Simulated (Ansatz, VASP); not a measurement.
## SrTiO3: VASP beside Ansatz

Contents of INCAR:

```
SYSTEM = SrTiO3
ALGO = Normal ; EDIFF = 1E-6
ENCUT = 520 ; GGA = PS
ISIF = 2 ; ISMEAR = -1
LASPH = .TRUE. ; LCHARG = .FALSE.
LREAL = .FALSE. ; LWAVE = .FALSE.
NBANDS = 28 ; NELM = 100
PREC = Accurate ; SIGMA = 0.05
```

Contents of KPOINTS:

```
k-points
0
G
  7 7 7
  0 0 0
```

Contents of POSCAR:

```
SrTiO3
1.0
    3.9050000000      0.0000000000      0.0000000000
    0.0000000000      3.9050000000      0.0000000000
    0.0000000000      0.0000000000      4.0221500000
Sr Ti O
1 1 3
Direct
    0.0000000000      0.0000000000      0.0000000000
    0.5000000000      0.5000000000      0.5000000000
    0.0000000000      0.5000000000      0.5000000000
    0.5000000000      0.0000000000      0.5000000000
    0.5000000000      0.5000000000      0.0000000000
```

Input for Ansatz:

```yaml
crystal:
  lattice:
    - [3.905, 0.0, 0.0]
    - [0.0, 3.905, 0.0]
    - [0.0, 0.0, 4.02215]
  atoms:
    - { symbol: Sr, position: [0.0, 0.0, 0.0] }
    - { symbol: Ti, position: [0.5, 0.5, 0.5] }
    - { symbol: O, position: [0.0, 0.5, 0.5] }
    - { symbol: O, position: [0.5, 0.0, 0.5] }
    - { symbol: O, position: [0.5, 0.5, 0.0] }
kpoints:
  mp_grid: { grid: [7, 7, 7] }
  band_path:
    path:
      - [0.0, 0.0, 0.0]
      - [0.0, 0.5, 0.0]
      - [0.5, 0.5, 0.0]
      - [0.0, 0.0, 0.0]
      - [0.0, 0.0, 0.5]
      - [0.0, 0.5, 0.5]
      - [0.5, 0.5, 0.5]
      - [0.0, 0.0, 0.5]
      - [0.0, 0.5, 0.0]
    npoints: 5
scf:
  occupations: { method: fermi_dirac, width: 0.05 }
hamiltonian:
  xc: pbesol
  pseudopotentials: { kind: all_electron, lapw: { basis_error: 0.001 } }
output:
  forces: true
  stress: true
  eigenvalues: true
```

Change from the starting cell: zz strain of +3 %.

Alike in both runs: task single point; functional PBEsol; k mesh 7 × 7 × 7; occupations fermi-dirac, width 0.05 eV; no spin polarisation.

|  | VASP | Ansatz |
| --- | --- | --- |
| version | VASP 6.6.1 | Ansatz 0.2.0 |
| potentials or method | VASP PAW PBE potentials, release 64 (Sr_sv, Ti_sv, O), cutoff 520 eV | all-electron LAPW, scalar-relativistic |

|  | VASP | Ansatz | Ansatz less VASP |
| --- | --- | --- | --- |
| pressure (GPa) | -6.0 | -6.6 | -0.63 |
| traceless stress, the component that is largest in VASP (GPa) | -3.90 | -3.83 | +0.071 |

VASP's potentials were made for PBE, not for PBEsol. Ansatz ran all-electron here, and VASP with PAW potentials.
